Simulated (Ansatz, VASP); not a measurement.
**As: VASP beside Ansatz**

```
As
1.0
     3.42876    0.00000    0.00000
    -1.71438    2.96939    0.00000
     0.00000    0.00000   28.57424
As
2
Direct
  0.33333 0.66667 0.47555
  0.66667 0.33333 0.52445
```

Change from the starting cell: biaxial strain -0.040, atoms relaxed.

Alike in both runs: task relaxation of the atoms; functional PBE; dispersion D3(BJ); k mesh 9 × 9 × 1; occupations gaussian, width 0.02 eV; no spin polarisation.

```csv
,VASP,Ansatz
version,VASP 6.6.1,Ansatz 0.2.0
potentials or method,"VASP PAW PBE potentials, release 64 (As), cutoff 520 eV","scalar-relativistic, plane waves, PAW"
valence electrons in the cell,10,30
```

VASP gave:

```
gap on the k mesh at the Fermi level, each at its own relaxed structure (eV) : 1.00
```

Estimate Ansatz's values.

gap on the k mesh at the Fermi level, each at its own relaxed structure (eV): 1.04.

VASP's potentials hold 10 valence electrons a cell and Ansatz's 30, so a difference there can come from the potentials and not from the codes. Ansatz's warnings: stress scf threshold loose.
